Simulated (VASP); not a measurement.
# Sn (I4/mmm) in VASP: notebook

Runs on Sn. Level: r2SCAN. Tasks: single point.

Program: VASP 6.6.1. These are calculated values, not measurements. Logs are shortened: lines on timing, memory, paths and dates and some standing lists are left out, and cuts for length are marked.

### Step 1. The cell of the first run

It takes space group I4/mmm (No. 139, tetragonal). Conventional cell: a = 4.374 Å, b = 4.374 Å, c = 2.843 Å, α = 90.00°, β = 90.00°, γ = 90.00°. Within 3.7 Å of Sn (site symmetry 4/mmm) lie 10 Sn at 2.84 to 3.40 Å.

### Step 2. Single point, r2SCAN

File POSCAR:

```
Sn
1.0
   -2.1872157555      2.1872157555      1.4216902411
    2.1872157555     -2.1872157555      1.4216902411
    2.1872157555      2.1872157555     -1.4216902411
Sn
1
Direct
    0.0000000000      0.0000000000      0.0000000000
```

File INCAR.step1:

```
SYSTEM = Sn
  ALGO = Normal
  EDIFF = 1E-4
  ENCUT = 520
  GGA = PE
  ISMEAR = 0
  LASPH = .TRUE.
  LCHARG = .FALSE.
  LREAL = .FALSE.
  LWAVE = .TRUE.
  NBANDS = 13
  NELM = 100
  PREC = Accurate
  SIGMA = 0.15
```

File INCAR.step2:

```
SYSTEM = Sn
  ALGO = Normal
  EDIFF = 1E-6
  ENCUT = 520
  ISIF = 2
  ISMEAR = 0
  ISTART = 1
  LASPH = .TRUE.
  LCHARG = .FALSE.
  LMIXTAU = .TRUE.
  LREAL = .FALSE.
  LWAVE = .FALSE.
  METAGGA = R2SCAN
  NBANDS = 13
  NELM = 100
  PREC = Accurate
  SIGMA = 0.15
```

File KPOINTS:

```
k-points
0
G
  20 20 20
  0 0 0
```

Potentials or basis: VASP PAW PBE potentials, release 64 (Sn_d).

Run with:

```bash
$ cat potpaw_PBE.64/Sn_d/POTCAR > POTCAR
$ cp INCAR.step1 INCAR
$ mpirun -np 1 vasp_std > vasp.out
$ cp INCAR.step2 INCAR
$ mpirun -np 1 vasp_std > vasp.out
```

OUTCAR:

```text
SYSTEM = Sn
   EDIFF = 1E-6
   ENCUT = 520
   ISIF = 2
   ISMEAR = 0
   ISTART = 1
   LASPH = .TRUE.
   LREAL = .FALSE.
   METAGGA = R2SCAN
   NELM = 100
   PREC = Accurate

 ion  position               nearest neighbor table
   1  0.000  0.000  0.000-

  LATTYP: Found a body centered tetragonal cell.
 ALAT       =     4.3744315110
 C/A-ratio  =     0.6500000000

  Lattice vectors:

 A1 = (  -2.1872157555,   2.1872157555,   1.4216902411)
 A2 = (   2.1872157555,  -2.1872157555,   1.4216902411)
 A3 = (   2.1872157555,   2.1872157555,  -1.4216902411)

Analysis of symmetry for initial positions (statically):
=====================================================================
 Subroutine PRICEL returns:
 Original cell was already a primitive cell.

 Routine SETGRP: Setting up the symmetry group for a
 body centered tetragonal supercell.

 Subroutine GETGRP returns: Found 16 space group operations
 (whereof 16 operations were pure point group operations)
 out of a pool of 16 trial point group operations.

The static configuration has the point symmetry D_4h.

Analysis of symmetry for dynamics (positions and initial velocities):
=====================================================================
 Subroutine PRICEL returns:
 Original cell was already a primitive cell.

 Routine SETGRP: Setting up the symmetry group for a
 body centered tetragonal supercell.

 Subroutine GETGRP returns: Found 16 space group operations
 (whereof 16 operations were pure point group operations)
 out of a pool of 16 trial point group operations.

The dynamic configuration has the point symmetry D_4h.

 Subroutine INISYM returns: Found 16 space group operations
 (whereof 16 operations are pure point group operations),
 and found     1 'primitive' translations

----------------------------------------------------------------------------------------

                                     Primitive cell

  volume of cell :      27.2050

  direct lattice vectors                    reciprocal lattice vectors
    -2.187215756  2.187215756  1.421690241     0.000000000  0.228601133  0.351694051
     2.187215756 -2.187215756  1.421690241     0.228601133  0.000000000  0.351694051
     2.187215756  2.187215756 -1.421690241     0.228601133  0.228601133  0.000000000

  length of vectors
     3.404266245  3.404266245  3.404266245     0.419460586  0.419460586  0.323290823

  position of ions in fractional coordinates (direct lattice)
     0.000000000  0.000000000  0.000000000

  ion indices of the primitive-cell ions
   primitive index   ion index
                 1           1

----------------------------------------------------------------------------------------

 KPOINTS: k-points

Automatic generation of k-mesh.
 Grid dimensions read from file:
 generate k-points for:   20   20   20

 Generating k-lattice:

  Cartesian coordinates                     Fractional coordinates (reciprocal lattice)
     0.000000000  0.011430057  0.017584703     0.050000000 -0.000000000  0.000000000
     0.011430057  0.000000000  0.017584703    -0.000000000  0.050000000  0.000000000
     0.011430057  0.011430057  0.000000000     0.000000000  0.000000000  0.050000000

  Length of vectors
     0.020973029  0.020973029  0.016164541

  Shift w.r.t. Gamma in fractional coordinates (k-lattice)
     0.000000000  0.000000000  0.000000000

 Subroutine IBZKPT returns following result:
 ===========================================

 Found    641 irreducible k-points:

 Following reciprocal coordinates:
            Coordinates               Weight
  0.000000  0.000000  0.000000      1.000000
  0.050000  0.000000  0.000000      8.000000
  0.100000 -0.000000  0.000000      8.000000
  0.150000  0.000000  0.000000      8.000000
  0.200000 -0.000000  0.000000      8.000000
  0.250000  0.000000  0.000000      8.000000
[... 16 lines left out ...]
 -0.400000  0.050000 -0.000000     16.000000
 -0.350000  0.050000  0.000000     16.000000
 [... further k-points ...]
   k-points           NKPTS =    641   k-points in BZ     NKDIM =    641   number of bands    NBANDS=     13
   number of dos      NEDOS =    301   number of ions     NIONS =      1
   total plane-waves  NPLWV =  21952
   dimension x,y,z NGX =    28 NGY =   28 NGZ =   28
   dimension x,y,z NGXF=    56 NGYF=   56 NGZF=   56
   ions per type =               1
   NGX,Y,Z   is equivalent  to a cutoff of  13.67, 13.67, 13.67 a.u.
   NGXF,Y,Z  is equivalent  to a cutoff of  27.35, 27.35, 27.35 a.u.
 SYSTEM =  Sn
   PREC   = accura    normal or accurate (medium, high low for compatibility)
   ISTART =      1    job   : 0-new  1-cont  2-samecut
   ICHARG =      0    charge: 1-file 2-atom 10-const
   ISPIN  =      1    spin polarized calculation?
   LNONCOLLINEAR =      F non collinear calculations
   LSORBIT =      F    spin-orbit coupling
   LASPH  =      T    aspherical Exc in radial PAW
   ENCUT  =  520.0 eV  38.22 Ry    6.18 a.u.   6.33  6.33  6.33*2*pi/ulx,y,z
   NELM   =    100;   NELMIN=  2; NELMDL=  0     # of ELM steps
   EDIFF  = 0.1E-05   stopping-criterion for ELM
   LREAL  =      F    real-space projection
   EDIFFG = 0.1E-04   stopping-criterion for IOM
   NSW    =      0    number of steps for IOM
   IBRION =     -1    ionic relax: 0-MD 1-quasi-New 2-CG
   NFREE  =      0    steps in history (QN), initial steepest desc. (CG)
   ISIF   =      2    stress and relaxation
   ISYM   =      2    0-nonsym 1-usesym 2-fastsym
   POTIM  = 0.5000    time-step for ionic-motion
   TEBEG  =    0.0;   TEEND  =   0.0 temperature during run
   PSTRESS=    0.0 pullay stress
   NELECT =      14.0000    total number of electrons
   NUPDOWN=      -1.0000    fix difference up-down
   EMIN   =  10.00;   EMAX   =-10.00  energy-range for DOS
   EFERMI =   0.00;   METHOD = LEGACY
   ISMEAR =     0;   SIGMA  =   0.15  broadening in eV -4-tet -1-fermi 0-gaus
   EFERMI_NEDOS =   21; number of points for ismear=-14 and -15
   IALGO  =     38    algorithm
   IMIX   =      4    mixing-type and parameters
     AMIX     =   0.40;   BMIX     =  1.00
     AMIX_MAG =   1.60;   BMIX_MAG =  1.00
  volume/ion in A,a.u.               =      27.20       183.59
  Fermi-wavevector in a.u.,A,eV,Ry     =   1.311902  2.479136 23.416813  1.721087
  Thomas-Fermi vector in A             =   2.442332
   LORBIT       =      0    0 simple, 1 ext, 2 COOP (PROOUT), +10 PAW based schemes
   METAGGA = R2SCAN    functional components
   LHFCALC =     F    Hartree Fock is set to
   AEXX    =    0.0000 exact exchange contribution
   IVDW    =     0    specifies the selected vdW correction
   LEPSILON=     F    determine dielectric tensor
   LRPA    =     F    only Hartree local field effects (RPA)
 non-spin polarized calculation
 Gauss-broadening in eV      SIGMA  =   0.15
  energy-cutoff  :      520.00
  volume of cell :       27.20
 maximum number of plane-waves:       753
 NGX is ok and might be reduce to    28
   NGX = 13   NGY = 13   NGZ = 13

 number of electron      13.9999995 magnetization

 Free energy of the ion-electron system (eV)
  ---------------------------------------------------
  ext. energy  EPLUGINS =         0.00000000
  ---------------------------------------------------
  free energy    TOTEN  =       -24.36606069 eV

  energy without entropy =      -24.36037789  energy(sigma->0) =      -24.36321929

 E-fermi :   8.0867     XC(G=0): -11.1502

 val. band max:        8.0863605024   @ k =   0.2500   0.1500   0.0000
 cond. band min:       8.0875148777   @ k =  -0.3000   0.1500   0.0000
 fundamental gap:      0.0011543753
 Fermi energy:         8.0866745788

 k-point     1 :       0.0000    0.0000    0.0000
  band No.  band energies     occupation
      1     -14.5635      2.00000
      2     -14.3392      2.00000
      3     -14.1251      2.00000
      4     -14.1062      2.00000
      5     -14.1061      2.00000
      6      -3.8538      2.00000
      7      12.7030      0.00000
      8      12.7030      0.00000
      9      16.1891      0.00000
     10      17.3850      0.00000
     11      21.5004      0.00000
     12      24.1355      0.00000
     13      24.1355      0.00000

 k-point     2 :       0.0500    0.0000    0.0000
  band No.  band energies     occupation
      1     -14.5480      2.00000
      2     -14.3353      2.00000
      3     -14.1260      2.00000
      4     -14.1115      2.00000
      5     -14.1114      2.00000
      6      -3.7819      2.00000
      7      12.5725      0.00000
      8      12.6279      0.00000
      9      16.4420      0.00000
     10      17.5329      0.00000
     11      20.9108      0.00000
     12      23.3896      0.00000
     13      23.4136      0.00000

 k-point     3 :       0.1000   -0.0000    0.0000
  band No.  band energies     occupation
      1     -14.5030      2.00000
      2     -14.3243      2.00000
      3     -14.1303      2.00000
      4     -14.1262      2.00000
      5     -14.1251      2.00000
      6      -3.5654      2.00000
      7      12.2708      0.00000
      8      12.4388      0.00000
      9      17.1069      0.00000
     10      17.7203      0.00000
     11      19.6598      0.00000
     12      22.1073      0.00000
     13      22.1894      0.00000
[... 305 lines left out ...]
 k-point    23 :      -0.4000    0.0500   -0.0000
  band No.  band energies     occupation
      1     -14.3387      2.00000
      2     -14.2977      2.00000
      3     -14.1536      2.00000
      4     -14.1337      2.00000
      5     -14.0417      2.00000
      6       0.0622      2.00000
      7       8.1412      0.60740
      8      10.3316      0.00000
      9      11.7168      0.00000
     10      16.2282      0.00000
     11      17.4621      0.00000
     12      21.8978      0.00000
     13      23.8679      0.00000

 k-point    24 :      -0.3500    0.0500    0.0000
  band No.  band energies     occupation
      1     -14.3141      2.00000
      2     -14.2701      2.00000
      3     -14.1517      2.00000
      4     -14.1499      2.00000
      5     -14.1262      2.00000
      6      -0.9381      2.00000
      7       9.9250      0.00000
      8      10.3822      0.00000
      9      11.7914      0.00000
     10      17.0074      0.00000
     11      18.3333      0.00000
     12      22.3053      0.00000
     13      22.7994      0.00000

 [... further k-points ...]

------------------------ aborting loop because EDIFF is reached ----------------------------------------

  FORCE on cell =-STRESS in cart. coord.  units (eV):
  Direction    XX          YY          ZZ          XY          YZ          ZX
  --------------------------------------------------------------------------------------
  -------------------------------------------------------------------------------------
  Total       -0.0443411     -0.0443411      2.4432014      0.0000000     -0.0000000      0.0000000
  in kB       -2.6113697     -2.6113697    143.8870198      0.0000000     -0.0000000      0.0000000
  external PRESSURE =      46.2214268 kB  Pullay stress =       0.0000000 kB

 VOLUME and BASIS-vectors are now :
 -----------------------------------------------------------------------------
  energy-cutoff  :      520.00
  volume of cell :       27.20
      direct lattice vectors                 reciprocal lattice vectors
    -2.187215756  2.187215756  1.421690241     0.000000000  0.228601133  0.351694051
     2.187215756 -2.187215756  1.421690241     0.228601133  0.000000000  0.351694051
     2.187215756  2.187215756 -1.421690241     0.228601133  0.228601133  0.000000000

 POSITION                                       TOTAL-FORCE (eV/Angst)
 -----------------------------------------------------------------------------------
      0.00000      0.00000      0.00000         0.000000      0.000000     -0.000000
 -----------------------------------------------------------------------------------
    total drift:                               -0.000000     -0.000000     -0.000000

  FREE ENERGIE OF THE ION-ELECTRON SYSTEM (eV)
  ---------------------------------------------------
  free  energy   TOTEN  =       -24.3660606920 eV

  energy  without entropy=      -24.3603778894  energy(sigma->0) =      -24.36321929
```

It took 18 min on 1 thread of Intel Xeon 8259CL, shared host; peak memory 0.34 GiB.

Results:

```
Free energy            : -24.3661 eV
Pressure               : 4.6 GPa
Band gap on the k mesh : zero (bands 7 and 8 overlap by 8.45 eV)
```

Caveat: the cell stands under pressure; the PAW data sets were made with another functional, which shifts forces and pressure a little; spin-orbit coupling is left out, which moves the levels of the heavy elements.

(Part 1 of 2 ends here.)
